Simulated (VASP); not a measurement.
Ag:

```xyz
2
Lattice="0.0000 2.8450 2.8450 2.8450 0.0000 2.8450 2.8450 2.8450 0.0000" Properties=species:S:1:pos:R:3 pbc="T T T"
Ag    0.7112    0.7112    0.7112
Ag    4.9787    4.9787    4.9787
```

```yaml
Program: VASP 6.6.1
Task: relaxation of cell and atoms
Functional: BLYP
Potentials_or_basis: VASP PAW PBE potentials, release 64 (Ag)
Cutoff: 600 eV
k_mesh: 10 × 10 × 10
Occupations: fermi-dirac, width 0.1 eV
Spin: no spin polarisation
```

At the start: pressure 21.5 GPa; volume 23.03 Å³/atom.

**Question.** Where does the relaxation end?

**Answer.** Over 21 steps the energy falls by 436.6 meV/atom and the volume is 32.49 Å³/atom (+41.1 %); space group Fd-3m (No. 227, to 0.05 Å).

Step by step:
| step | energy change (eV) | largest force (eV/Å) | pressure (GPa) | volume (Å³) |
| --- | --- | --- | --- | --- |
| 1 | 0.0000 | 0.0000 | 21.50 | 46.05 |
| 2 | -0.8515 | 0.0000 | -1.38 | 69.87 |
| 3 | -0.8716 | 0.0000 | 0.48 | 63.92 |
| 4 | -0.8732 | 0.0000 | -0.09 | 65.32 |
| 5 | -0.8732 | 0.0000 | 0.07 | 64.89 |
| 6 | -0.8732 | 0.0000 | 0.08 | 64.89 |
| 7 | -0.8732 | 0.0000 | 0.08 | 64.90 |
| 8 | -0.8732 | 0.0000 | 0.07 | 64.90 |
| 9 | -0.8732 | 0.0000 | 0.07 | 64.90 |
| 10 | -0.8732 | 0.0000 | 0.07 | 64.90 |
| 11 | -0.8732 | 0.0000 | 0.07 | 64.90 |
| 12 | -0.8732 | 0.0000 | 0.07 | 64.90 |
| 13 | -0.8732 | 0.0000 | 0.07 | 64.90 |
| 14 | -0.8732 | 0.0000 | 0.07 | 64.90 |
| 15 | -0.8732 | 0.0000 | 0.07 | 64.90 |
| 16 | -0.8732 | 0.0000 | 0.08 | 64.90 |
| 17 | -0.8732 | 0.0000 | 0.07 | 64.90 |
| 18 | -0.8732 | 0.0000 | 0.07 | 64.91 |
| 19 | -0.8732 | 0.0000 | 0.06 | 64.92 |
| 20 | -0.8732 | 0.0000 | 0.05 | 64.94 |
| 21 | -0.8732 | 0.0000 | 0.04 | 64.98 |

Final structure:
```cif
data_structure
_symmetry_space_group_name_H-M 'P 1'
_symmetry_Int_Tables_number 1
_cell_length_a 4.5127
_cell_length_b 4.5127
_cell_length_c 4.5127
_cell_angle_alpha 60.000
_cell_angle_beta 60.000
_cell_angle_gamma 60.000
_cell_volume 64.98
loop_
_atom_site_label
_atom_site_type_symbol
_atom_site_fract_x
_atom_site_fract_y
_atom_site_fract_z
_atom_site_occupancy
Ag1 Ag 0.12500 0.12500 0.12500 1
Ag2 Ag 0.87500 0.87500 0.87500 1
```

Caveat: the volume moved by over 15 % at a fixed basis, so the end points are rough; the PAW data sets were made with another functional, which shifts forces and pressure a little.
